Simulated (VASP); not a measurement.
Here is a VASP 6.6.1 calculation.

File INCAR:

```
SYSTEM = Pd12S
PREC = Accurate ; ENCUT = 520
EDIFF = 1E-7 ; ISMEAR = 0
SIGMA = 0.1 ; LREAL = .FALSE.
LASPH = .TRUE. ; NELM = 80
ALGO = Fast ; ISIF = 2
LWAVE = .FALSE. ; LCHARG = .FALSE.
LDIPOL = .TRUE. ; IDIPOL = 3
DIPOL = 0.5 0.5 0.327 ; NBANDS = 75
```

Contents of KPOINTS:

```
Automatic mesh
0
G
  6 6 1
  0 0 0
```

File POSCAR:

```
Pd12S
1.0
    5.4294429595      0.0000000000      0.0000000000
   -2.7147214798      4.7020355314      0.0000000000
    0.0000000000      0.0000000000     19.9331216116
Pd S
12 1
Direct
    0.3333333333      0.1666666667      0.2006710277
    0.3333333333      0.6666666666      0.2006710277
    0.8333333333      0.1666666667      0.2006710277
    0.8333333333      0.6666666667      0.2006710277
    0.1666666667      0.3333333334      0.3118709115
    0.1666666667      0.8333333334      0.3118709115
    0.6666666667      0.3333333334      0.3118709115
    0.6666666667      0.8333333333      0.3118709115
    0.0000000000      0.0000000000      0.4230707952
    0.0000000000      0.5000000000      0.4230707952
    0.5000000000      0.0000000000      0.4230707952
    0.5000000000      0.5000000000      0.4230707952
    0.0000000000      0.2500000000      0.5074461342
```

Potentials or basis: VASP PAW LDA potentials, release 64 (Pd, S).

Run with:

```sh
$ cat potpaw_LDA.64/Pd/POTCAR potpaw_LDA.64/S/POTCAR > POTCAR
$ mpirun -np 1 vasp_std > vasp.out
```

(1) Predict the band gap on the k mesh.

(2) Predict the largest force.

Answers

(1) zero (bands 63 and 64 overlap by 0.59 eV).

(2) 0.909 eV/Å.
